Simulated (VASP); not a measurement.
A run of VASP 6.6.1 is set up as follows.

Contents of POSCAR:

```
SrCl2
1.0
    0.0000000000      3.3515589154      3.3515589154
    3.3515589154      0.0000000000      3.3515589154
    3.3515589154      3.3515589154      0.0000000000
Sr Cl
1 2
Direct
    0.0000000000      0.0000000000      0.0000000000
    0.2500000000      0.2500000000      0.2500000000
    0.7500000000      0.7500000000      0.7500000000
```

File INCAR.step1:

```
PREC     = Accurate       # precision mode
ENCUT    = 520            # plane-wave cutoff, eV
ISMEAR   = 0              # smearing method
SIGMA    = 0.02           # smearing width, eV
LREAL    = False          # projectors in reciprocal space
LASPH    = True           # aspherical terms in the spheres
NELM     = 100            # most SCF steps
NBANDS   = 19             # bands
GGA      = PE             # functional
ALGO     = Normal         # electronic algorithm
EDIFF    = 1E-4           # SCF threshold, eV
LWAVE    = True           # write WAVECAR
LCHARG   = False          # write CHGCAR
```

Contents of INCAR.step2:

```
PREC     = Accurate       # precision mode
ENCUT    = 520            # plane-wave cutoff, eV
EDIFF    = 1E-6           # SCF threshold, eV
ISMEAR   = 0              # smearing method
SIGMA    = 0.02           # smearing width, eV
LREAL    = False          # projectors in reciprocal space
LASPH    = True           # aspherical terms in the spheres
NELM     = 100            # most SCF steps
ALGO     = Normal         # electronic algorithm
ISIF     = 2              # what is computed and relaxed
LWAVE    = False          # write WAVECAR
LCHARG   = False          # write CHGCAR
METAGGA  = R2SCAN         # meta-GGA
LMIXTAU  = True         
NBANDS   = 19             # bands
ISTART   = 1
```

Contents of KPOINTS:

```
Automatic mesh
0
Gamma
  6 6 6
```

Potentials or basis: VASP PAW PBE potentials, release 64 (Sr_sv, Cl).

Launch:

```bash
$ cat potpaw_PBE.64/Sr_sv/POTCAR potpaw_PBE.64/Cl/POTCAR > POTCAR
$ cp INCAR.step1 INCAR
$ mpirun -np 1 vasp_std > vasp.out
$ cp INCAR.step2 INCAR
$ mpirun -np 1 vasp_std > vasp.out
```

What does it give for the band gap on the k mesh?

5.89 eV.

Predict the pressure.

6.5 GPa.

Caveat: the cell stands under pressure; the PAW data sets were made with another functional, which shifts forces and pressure a little. A k mesh can miss the band edges.
